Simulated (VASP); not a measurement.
Input of a VASP 6.6.1 run:

File INCAR:

```
SYSTEM = InSb
PREC     = Accurate       ! precision mode
ENCUT    = 500            ! plane-wave cutoff, eV
EDIFF    = 1E-6           ! SCF threshold, eV
ISMEAR   = -1             ! smearing method
SIGMA    = 0.15           ! smearing width, eV
LREAL    = .FALSE.        ! projectors in reciprocal space
LASPH    = .TRUE.         ! aspherical terms in the spheres
NELM     = 120            ! most SCF steps
ALGO     = Normal         ! electronic algorithm
ISIF     = 2              ! what is computed and relaxed
LWAVE    = .FALSE.        ! write WAVECAR
LCHARG   = .TRUE.         ! write CHGCAR
LELF     = .TRUE.         ! ELF
LVHAR    = .TRUE.       
NBANDS   = 16             ! bands
GGA_COMPAT= .FALSE.
```

The input KPOINTS:

```
regular mesh
0
G
  12 12 12
  0 0 0
```

POSCAR

```
InSb
1.0
    0.0000000000      3.2256185437      3.2256185437
    3.2256185437      0.0000000000      3.2256185437
    3.2256185437      3.2256185437      0.0000000000
In Sb
1 1
Direct
    0.0000000000      0.0000000000      0.0000000000
    0.7500000000      0.7500000000      0.7500000000
```

Potentials or basis: VASP PAW LDA potentials, release 64 (In_d, Sb).

Run with:

```console
$ cat potpaw_LDA.64/In_d/POTCAR potpaw_LDA.64/Sb/POTCAR > POTCAR
$ mpirun -np 1 vasp_std > vasp.out
```

Task: Estimate the band gap on the k mesh.

Result: Zero (filled and empty bands touch).

Task: What does it give for the pressure?

Result: 0.1 GPa.

Caveat: spin-orbit coupling is left out, which moves the levels of the heavy elements.
